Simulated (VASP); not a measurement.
# AlN (P6_3mc) in VASP: a series of runs

Runs on AlN. Level: PBEsol. Tasks: single point, relaxation of shape and atoms at fixed volume.

All numbers are computed with VASP 6.6.1; they aren't measurements. Logs are shortened: lines on timing, memory, paths and dates and some standing lists are left out, and cuts for length are marked.

**Experimental background.**

“Self-assembly of well-separated AlN nanowires directly on sputtered metallic TiN films”, 2019, arxiv:1910.07391 quotes, for a bulk crystal of AlN at 10 K: band gap 6.034 eV (an exciton energy, a little under the gap).

“Structural and optical properties of self-assembled AlN nanowires grown on SiO2/Si substrates by molecular beam epitaxy”, 2024, arxiv:2402.00216 quotes, for a bulk crystal of AlN at 0 K: band gap 6.0343 eV (an exciton energy, a little under the gap).

How close the calculation comes is told below.

## Step 1: The cell of the first run

Symmetry: P6_3mc, No. 186, hexagonal system. The conventional cell has a = 3.111 Å, b = 3.111 Å, c = 4.979 Å, α = 90.00°, β = 90.00°, γ = 120.00°. Within 2.5 Å of Al (site symmetry 3m) lie 4 N at 1.89 to 1.90 Å. Within 2.5 Å of N (site symmetry 3m) lie 4 Al at 1.89 to 1.90 Å.

## Step 2: Single point, PBEsol

INCAR reads:

```
  PREC = Accurate
  ENCUT = 520
  EDIFF = 1E-6
  ISMEAR = 0
  SIGMA = 0.05
  LREAL = F
  LASPH = T
  NELM = 60
  ALGO = Normal
  ISIF = 2
  LWAVE = F
  LCHARG = F
  GGA = PS
  NBANDS = 16
```

KPOINTS reads:

```
Automatic mesh
0
Gamma
  12 12 8
```

POSCAR reads:

```
AlN
1.0
    3.1107381234      0.0000000000      0.0000000000
   -1.5553690617      2.6939782394      0.0000000000
    0.0000000000      0.0000000000      4.9788426555
Al N
2 2
Direct
    0.3333333333      0.6666666667      0.0015510624
    0.6666666667      0.3333333333      0.5015510624
    0.3333333333      0.6666666667      0.3834489376
    0.6666666667      0.3333333333      0.8834489376
```

Potentials or basis: VASP PAW PBE potentials, release 64 (Al, N).

Started as:

```console
$ cat potpaw_PBE.64/Al/POTCAR potpaw_PBE.64/N/POTCAR > POTCAR
$ mpirun -np 1 vasp_std > vasp.out
```

OUTCAR:

```text
PREC = Accurate
   ENCUT = 520
   EDIFF = 1E-6
   ISMEAR = 0
   LREAL = F
   LASPH = T
   NELM = 60
   ISIF = 2
   GGA = PS

 ion  position               nearest neighbor table
   1  0.333  0.667  0.002-   4 1.89   4 1.89   4 1.89   3 1.90   2 3.07   2 3.07   2 3.07   2 3.07
                             2 3.07   2 3.07
   2  0.667  0.333  0.502-   3 1.89   3 1.89   3 1.89   4 1.90   1 3.07   1 3.07   1 3.07   1 3.07
                             1 3.07   1 3.07
   3  0.333  0.667  0.383-   2 1.89   2 1.89   2 1.89   1 1.90
   4  0.667  0.333  0.883-   1 1.89   1 1.89   1 1.89   2 1.90

  LATTYP: Found a hexagonal cell.
 ALAT       =     3.1107381234
 C/A-ratio  =     1.6005341684

  Lattice vectors:

 A1 = (   3.1107381234,   0.0000000000,   0.0000000000)
 A2 = (  -1.5553690617,   2.6939782394,   0.0000000000)
 A3 = (   0.0000000000,   0.0000000000,   4.9788426555)

Analysis of symmetry for initial positions (statically):
=====================================================================
 Subroutine PRICEL returns:
 Original cell was already a primitive cell.

 Routine SETGRP: Setting up the symmetry group for a
 hexagonal supercell.

 Subroutine GETGRP returns: Found 12 space group operations
 (whereof  6 operations were pure point group operations)
 out of a pool of 24 trial point group operations.

The static configuration has the point symmetry C_3v.
 The point group associated with its full space group is C_6v.

Analysis of symmetry for dynamics (positions and initial velocities):
=====================================================================
 Subroutine PRICEL returns:
 Original cell was already a primitive cell.

 Routine SETGRP: Setting up the symmetry group for a
 hexagonal supercell.

 Subroutine GETGRP returns: Found 12 space group operations
 (whereof  6 operations were pure point group operations)
 out of a pool of 24 trial point group operations.

The dynamic configuration has the point symmetry C_3v.
 The point group associated with its full space group is C_6v.

 Subroutine INISYM returns: Found 12 space group operations
 (whereof  6 operations are pure point group operations),
 and found     1 'primitive' translations

----------------------------------------------------------------------------------------

                                     Primitive cell

  volume of cell :      41.7240

  direct lattice vectors                    reciprocal lattice vectors
     3.110738123  0.000000000  0.000000000     0.321467112  0.185599124  0.000000000
    -1.555369062  2.693978239  0.000000000     0.000000000  0.371198247  0.000000000
     0.000000000  0.000000000  4.978842656     0.000000000  0.000000000  0.200849890

  length of vectors
     3.110738123  3.110738123  4.978842656     0.371198247  0.371198247  0.200849890

  position of ions in fractional coordinates (direct lattice)
     0.333333333  0.666666667  0.001551062
     0.666666667  0.333333333  0.501551062
     0.333333333  0.666666667  0.383448938
     0.666666667  0.333333333  0.883448938

  ion indices of the primitive-cell ions
   primitive index   ion index
                 1           1
                 2           2
                 3           3
                 4           4

----------------------------------------------------------------------------------------

 KPOINTS: Automatic mesh

Automatic generation of k-mesh.
 Grid dimensions read from file:
 generate k-points for:   12   12    8

 Generating k-lattice:

  Cartesian coordinates                     Fractional coordinates (reciprocal lattice)
     0.026788926  0.015466594  0.000000000     0.083333333 -0.000000000  0.000000000
     0.000000000  0.030933187  0.000000000     0.000000000  0.083333333  0.000000000
     0.000000000  0.000000000  0.025106236     0.000000000  0.000000000  0.125000000

  Length of vectors
     0.030933187  0.030933187  0.025106236

  Shift w.r.t. Gamma in fractional coordinates (k-lattice)
     0.000000000  0.000000000  0.000000000

 Subroutine IBZKPT returns following result:
 ===========================================

 Found     95 irreducible k-points:

 Following reciprocal coordinates:
            Coordinates               Weight
  0.000000  0.000000  0.000000      1.000000
  0.083333  0.000000  0.000000      6.000000
  0.166667 -0.000000  0.000000      6.000000
  0.250000 -0.000000  0.000000      6.000000
  0.333333 -0.000000  0.000000      6.000000
  0.416667  0.000000  0.000000      6.000000
[... 16 lines left out ...]
  0.250000 -0.000000  0.125000     12.000000
  0.333333 -0.000000  0.125000     12.000000
 [... further k-points ...]
   k-points           NKPTS =     95   k-points in BZ     NKDIM =     95   number of bands    NBANDS=     16
   number of dos      NEDOS =    301   number of ions     NIONS =      4
   total plane-waves  NPLWV =  23040
   dimension x,y,z NGX =    24 NGY =   24 NGZ =   40
   dimension x,y,z NGXF=    48 NGYF=   48 NGZF=   80
   ions per type =               2   2
   NGX,Y,Z   is equivalent  to a cutoff of  12.83, 12.83, 13.36 a.u.
   NGXF,Y,Z  is equivalent  to a cutoff of  25.65, 25.65, 26.71 a.u.
 SYSTEM =  unknown system
   PREC   = accura    normal or accurate (medium, high low for compatibility)
   ISTART =      0    job   : 0-new  1-cont  2-samecut
   ICHARG =      2    charge: 1-file 2-atom 10-const
   ISPIN  =      1    spin polarized calculation?
   LNONCOLLINEAR =      F non collinear calculations
   LSORBIT =      F    spin-orbit coupling
   LASPH  =      T    aspherical Exc in radial PAW
   ENCUT  =  520.0 eV  38.22 Ry    6.18 a.u.   5.78  5.78  9.26*2*pi/ulx,y,z
   NELM   =     60;   NELMIN=  2; NELMDL= -5     # of ELM steps
   EDIFF  = 0.1E-05   stopping-criterion for ELM
   LREAL  =      F    real-space projection
   EDIFFG = 0.1E-04   stopping-criterion for IOM
   NSW    =      0    number of steps for IOM
   IBRION =     -1    ionic relax: 0-MD 1-quasi-New 2-CG
   NFREE  =      0    steps in history (QN), initial steepest desc. (CG)
   ISIF   =      2    stress and relaxation
   ISYM   =      2    0-nonsym 1-usesym 2-fastsym
   POTIM  = 0.5000    time-step for ionic-motion
   TEBEG  =    0.0;   TEEND  =   0.0 temperature during run
   PSTRESS=    0.0 pullay stress
   NELECT =      16.0000    total number of electrons
   NUPDOWN=      -1.0000    fix difference up-down
   EMIN   =  10.00;   EMAX   =-10.00  energy-range for DOS
   EFERMI =   0.00;   METHOD = LEGACY
   ISMEAR =     0;   SIGMA  =   0.05  broadening in eV -4-tet -1-fermi 0-gaus
   EFERMI_NEDOS =   21; number of points for ismear=-14 and -15
   IALGO  =     38    algorithm
   IMIX   =      4    mixing-type and parameters
     AMIX     =   0.40;   BMIX     =  1.00
     AMIX_MAG =   1.60;   BMIX_MAG =  1.00
  volume/ion in A,a.u.               =      10.43        70.39
  Fermi-wavevector in a.u.,A,eV,Ry     =   1.189377  2.247597 19.247040  1.414617
  Thomas-Fermi vector in A             =   2.325486
   LORBIT       =      0    0 simple, 1 ext, 2 COOP (PROOUT), +10 PAW based schemes
   GGA     = PS    functional components
   LHFCALC =     F    Hartree Fock is set to
   AEXX    =    0.0000 exact exchange contribution
   IVDW    =     0    specifies the selected vdW correction
   LEPSILON=     F    determine dielectric tensor
   LRPA    =     F    only Hartree local field effects (RPA)
 non-spin polarized calculation
 Gauss-broadening in eV      SIGMA  =   0.05
  energy-cutoff  :      520.00
  volume of cell :       41.72
 maximum number of plane-waves:      1152
 NGX is ok and might be reduce to    24
   NGX = 11   NGY = 11   NGZ = 19

 number of electron      15.9999997 magnetization

 Free energy of the ion-electron system (eV)
  ---------------------------------------------------
  ext. energy  EPLUGINS =         0.00000000
  ---------------------------------------------------
  free energy    TOTEN  =       -31.31214967 eV

  energy without entropy =      -31.31214967  energy(sigma->0) =      -31.31214967

 E-fermi :   6.2827     XC(G=0): -11.1121

 val. band max:        6.0775940963   @ k =   0.0000   0.0000   0.0000
 cond. band min:      10.2151278942   @ k =   0.0000   0.0000   0.0000
 fundamental gap:      4.1375337979
 Fermi energy:         6.2827032166

 k-point     1 :       0.0000    0.0000    0.0000
  band No.  band energies     occupation
      1      -9.1002      2.00000
      2      -6.9114      2.00000
      3       0.0149      2.00000
      4       5.2002      2.00000
      5       5.2002      2.00000
      6       5.8550      2.00000
[... 8 lines left out ...]
     15      19.1268      0.00000
     16      19.1268      0.00000

 k-point     2 :       0.0833    0.0000    0.0000
  band No.  band energies     occupation
      1      -9.0105      2.00000
      2      -6.8603      2.00000
      3       0.1210      2.00000
      4       4.7821      2.00000
      5       5.0815      2.00000
      6       5.4380      2.00000
[... 8 lines left out ...]
     15      19.1672      0.00000
     16      19.1983      0.00000

 k-point     3 :       0.1667   -0.0000    0.0000
  band No.  band energies     occupation
      1      -8.7491      2.00000
      2      -6.7207      2.00000
      3       0.4341      2.00000
      4       3.7646      2.00000
      5       4.5574      2.00000
      6       4.8034      2.00000
[... 8 lines left out ...]
     15      18.3462      0.00000
     16      18.7573      0.00000

 k-point     4 :       0.2500   -0.0000    0.0000
  band No.  band energies     occupation
      1      -8.3413      2.00000
      2      -6.5357      2.00000
      3       0.9360      2.00000
      4       2.5793      2.00000
      5       3.5890      2.00000
      6       4.4849      2.00000
[... 8 lines left out ...]
     15      18.1065      0.00000
     16      19.2494      0.00000
[... 324 lines left out ...]
 k-point    22 :       0.1667   -0.0000    0.1250
  band No.  band energies     occupation
      1      -8.6910      2.00000
      2      -6.8302      2.00000
      3       0.6100      2.00000
      4       3.8081      2.00000
      5       4.4191      2.00000
      6       4.8361      2.00000
[... 8 lines left out ...]
     15      18.4642      0.00000
     16      18.8734      0.00000

 k-point    23 :       0.2500   -0.0000    0.1250
  band No.  band energies     occupation
      1      -8.2873      2.00000
      2      -6.6270      2.00000
      3       1.0223      2.00000
      4       2.6820      2.00000
      5       3.4736      2.00000
      6       4.5228      2.00000
[... 8 lines left out ...]
     15      18.2949      0.00000
     16      19.2966      0.00000

 k-point    24 :       0.3333   -0.0000    0.1250
  band No.  band energies     occupation
      1      -7.7925      2.00000
      2      -6.4479      2.00000
      3       1.1906      2.00000
      4       2.0171      2.00000
      5       2.6632      2.00000
      6       4.2500      2.00000
[... 8 lines left out ...]
     15      18.3615      0.00000
     16      20.3158      0.00000

 [... further k-points ...]
[... 5 lines left out ...]
  --------------------------------------------------------------------------------------
  -------------------------------------------------------------------------------------
  Total        0.1370692      0.1370692      0.1413607      0.0000000     -0.0000000      0.0000000
  in kB        5.2633787      5.2633787      5.4281682      0.0000000     -0.0000000      0.0000000
  external PRESSURE =       5.3183085 kB  Pullay stress =       0.0000000 kB

 VOLUME and BASIS-vectors are now :
 -----------------------------------------------------------------------------
  energy-cutoff  :      520.00
  volume of cell :       41.72
      direct lattice vectors                 reciprocal lattice vectors
     3.110738123  0.000000000  0.000000000     0.321467112  0.185599124  0.000000000
    -1.555369062  2.693978239  0.000000000     0.000000000  0.371198247  0.000000000
     0.000000000  0.000000000  4.978842656     0.000000000  0.000000000  0.200849890

 POSITION                                       TOTAL-FORCE (eV/Angst)
 -----------------------------------------------------------------------------------
     -0.00000      1.79599      0.00772         0.000000     -0.000000     -0.006621
      1.55537      0.89799      2.49714        -0.000000      0.000000     -0.006621
     -0.00000      1.79599      1.90913         0.000000     -0.000000      0.006621
      1.55537      0.89799      4.39855         0.000000      0.000000      0.006621
 -----------------------------------------------------------------------------------
    total drift:                               -0.000000      0.000000      0.000747

  FREE ENERGIE OF THE ION-ELECTRON SYSTEM (eV)
  ---------------------------------------------------
  free  energy   TOTEN  =       -31.3121496709 eV

  energy  without entropy=      -31.3121496709  energy(sigma->0) =      -31.31214967
```

Run time: 24 s. Hardware: 1 thread of Intel Xeon 6975P-C (Granite Rapids), shared host; peak memory 0.18 GiB.

Results:

```
Free energy            : -31.3121 eV
Pressure               : 0.5 GPa
Largest force          : 0.007 eV/Å
Band gap on the k mesh : 4.14 eV, direct
```

Forces on the atoms (eV/Å):
```
Al   0.000  0.000 -0.007
Al   0.000  0.000 -0.007
N    0.000  0.000  0.007
N    0.000  0.000  0.007
```

Levels at points of the mesh, in eV from the valence-band top:
```tsv
k point	band 6	band 7	band 8	band 9	band 10	band 11
(0.00, 0.00, 0.00)	-0.22	-0.22	0.00	4.14	6.57	10.51
(0.50, 0.00, 0.00)	-2.12	-1.81	-0.70	5.68	5.68	8.09
(0.00, 0.00, 0.50)	-0.56	-0.56	-0.56	6.39	6.39	10.22
(0.50, 0.00, 0.50)	-1.49	-1.38	-1.38	5.18	5.18	9.14
```

Caveat: the PAW data sets were made with another functional, which shifts forces and pressure a little.

## Step 3: Single point, PBEsol

INCAR reads:

```
SYSTEM = AlN
PREC = Accurate
ENCUT = 520
EDIFF = 1E-6
ISMEAR = 0
SIGMA = 0.05
LREAL = .False.
LASPH = .True.
NELM = 100
ALGO = Normal
ISIF = 2
LWAVE = .False.
LCHARG = .False.
GGA = PS
NBANDS = 16
```

KPOINTS reads:

```
regular mesh
0
Gamma
  12 12 8
  0 0 0
```

POSCAR is that of step 2.

Potentials or basis: VASP PAW PBE potentials, release 64 (Al, N).

Started as:

```console
$ cat potpaw_PBE.64/Al/POTCAR potpaw_PBE.64/N/POTCAR > POTCAR
$ mpirun -np 1 vasp_std > vasp.out
```

OUTCAR:

```text
SYSTEM = AlN
   PREC = Accurate
   ENCUT = 520
   EDIFF = 1E-6
   ISMEAR = 0
   LREAL = .False.
   LASPH = .True.
   NELM = 100
   ISIF = 2
   GGA = PS

 ion  position               nearest neighbor table
   1  0.333  0.667  0.002-   4 1.89   4 1.89   4 1.89   3 1.90   2 3.07   2 3.07   2 3.07   2 3.07
                             2 3.07   2 3.07
   2  0.667  0.333  0.502-   3 1.89   3 1.89   3 1.89   4 1.90   1 3.07   1 3.07   1 3.07   1 3.07
                             1 3.07   1 3.07
   3  0.333  0.667  0.383-   2 1.89   2 1.89   2 1.89   1 1.90
   4  0.667  0.333  0.883-   1 1.89   1 1.89   1 1.89   2 1.90

[... 661 lines left out ...]
  -------------------------------------------------------------------------------------
  Total        0.1370692      0.1370692      0.1413607      0.0000000     -0.0000000      0.0000000
  in kB        5.2633787      5.2633787      5.4281682      0.0000000     -0.0000000      0.0000000
  external PRESSURE =       5.3183085 kB  Pullay stress =       0.0000000 kB

 VOLUME and BASIS-vectors are now :
 -----------------------------------------------------------------------------
  energy-cutoff  :      520.00
  volume of cell :       41.72
      direct lattice vectors                 reciprocal lattice vectors
     3.110738123  0.000000000  0.000000000     0.321467112  0.185599124  0.000000000
    -1.555369062  2.693978239  0.000000000     0.000000000  0.371198247  0.000000000
     0.000000000  0.000000000  4.978842656     0.000000000  0.000000000  0.200849890

 POSITION                                       TOTAL-FORCE (eV/Angst)
 -----------------------------------------------------------------------------------
     -0.00000      1.79599      0.00772         0.000000     -0.000000     -0.006621
      1.55537      0.89799      2.49714        -0.000000      0.000000     -0.006621
     -0.00000      1.79599      1.90913         0.000000     -0.000000      0.006621
      1.55537      0.89799      4.39855         0.000000      0.000000      0.006621
 -----------------------------------------------------------------------------------
    total drift:                               -0.000000      0.000000      0.000747

  FREE ENERGIE OF THE ION-ELECTRON SYSTEM (eV)
  ---------------------------------------------------
  free  energy   TOTEN  =       -31.3121496709 eV

  energy  without entropy=      -31.3121496709  energy(sigma->0) =      -31.31214967
```

OSZICAR:

```text
N       E                     dE             d eps       ncg     rms          rms(c)
DAV:   1     0.397399540676E+02    0.39740E+02   -0.73127E+03  3040   0.895E+02
DAV:   2    -0.323103816704E+02   -0.72050E+02   -0.65875E+02  4192   0.187E+02
DAV:   3    -0.357486032055E+02   -0.34382E+01   -0.34281E+01  3864   0.424E+01
DAV:   4    -0.357692388882E+02   -0.20636E-01   -0.20635E-01  3776   0.370E+00
DAV:   5    -0.357695020726E+02   -0.26318E-03   -0.26318E-03  3928   0.421E-01    0.117E+01
DAV:   6    -0.313645777967E+02    0.44049E+01   -0.95619E+00  3640   0.224E+01    0.418E+00
DAV:   7    -0.313494831393E+02    0.15095E-01   -0.61650E-01  3288   0.546E+00    0.290E+00
DAV:   8    -0.313166767412E+02    0.32806E-01   -0.71830E-02  3480   0.227E+00    0.595E-01
DAV:   9    -0.313118649355E+02    0.48118E-02   -0.12457E-02  3976   0.831E-01    0.250E-01
DAV:  10    -0.313122247810E+02   -0.35985E-03   -0.13978E-03  3376   0.244E-01    0.156E-01
DAV:  11    -0.313121506481E+02    0.74133E-04   -0.11787E-04  3640   0.796E-02    0.332E-02
DAV:  12    -0.313121496709E+02    0.97724E-06   -0.52027E-06  3496   0.195E-02
   1 F= -.31312150E+02 E0= -.31312150E+02  d E =-.121131E-11
```

Run time: 21 s. Hardware: 1 thread of Intel Xeon 6975P-C (Granite Rapids), shared host; peak memory 0.18 GiB.

Results:

```yaml
Free_energy: -31.3121 eV
Pressure: 0.5 GPa
Largest_force: 0.007 eV/Å
Band_gap_on_the_k_mesh: 4.14 eV, direct
```

Forces in eV/Å, atoms in the order of the input:
```
Al   0.000  0.000 -0.007
Al   0.000  0.000 -0.007
N    0.000  0.000  0.007
N    0.000  0.000  0.007
```

Caveat: the PAW data sets were made with another functional, which shifts forces and pressure a little.

[end of part 1 of 2]
